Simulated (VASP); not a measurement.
Runs of VASP 6.6.1 on P. The structure is that of space group Pm-3m (No. 221), or close to it. The cells are those of the table. 

```tsv
cell	k mesh	gap on the mesh (eV)	pressure (GPa)
a = 3.055, b = 4.310 Å, 4 atoms	14 × 10 × 14	none	90.0
a = 3.351, b = 4.682, c = 3.343 Å, 4 atoms	12 × 10 × 12	none	(a)
a = 3.169, b = 4.453 Å, 4 atoms	14 × 10 × 14	none	50.1
a = 3.273, b = 4.592 Å, 4 atoms	14 × 10 × 14	none	25.1
```

Alike in all rows: task single point; level PBEsol; potentials or basis VASP PAW PBE potentials, release 64 (P); no spin polarisation; cutoff (eV) 520; smearing gaussian 0.1 eV.

Question: Fill in the values left out.

Answer: (a) 12.1.

Caveats: the PAW data sets were made with another functional, which shifts forces and pressure a little.

A gap of «none» marks levels without a gap at the run's occupations.
